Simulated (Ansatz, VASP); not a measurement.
## Two plane-wave programs on CdTe

```
CELL_PARAMETERS angstrom
3.61230 0.00000 0.00000
0.00000 3.61230 0.00000
0.00000 0.00000 4.15010
ATOMIC_POSITIONS crystal
Cd 0.50000 0.50000 0.50000
Te 0.00000 0.00000 0.00000
```

Alike in both runs: functional PBE; k mesh 6 × 6 × 4; occupations gaussian, width 0.1 eV; no spin polarisation.

Ansatz relaxed the structure, and its values are those at the end. VASP's run is a single point on that final structure, the one shown.

|  | VASP | Ansatz |
| --- | --- | --- |
| version | VASP 6.6.1 | Ansatz 0.2.0 |
| potentials or method | VASP PAW PBE potentials, release 64 (Cd, Te), cutoff 520 eV | scalar-relativistic, plane waves, PAW |
| valence electrons in the cell | 18 | 36 |

Ansatz gave:

```
gap on the k mesh at the Fermi level (eV) : none
pressure (GPa)                            : 0.2
```

Q: Which values does VASP return?

A: gap on the k mesh at the Fermi level (eV): none; pressure (GPa): 0.3.

A gap of «none» marks a metal or a gap that the smearing closes. With one functional, cell and mesh, what is left measures potentials, basis and numerics. VASP's potentials hold 18 valence electrons a cell and Ansatz's 36, so a difference there can come from the potentials and not from the codes.

The k mesh is coarse, so the values compare programs but aren't converged. Spin-orbit coupling is off throughout.
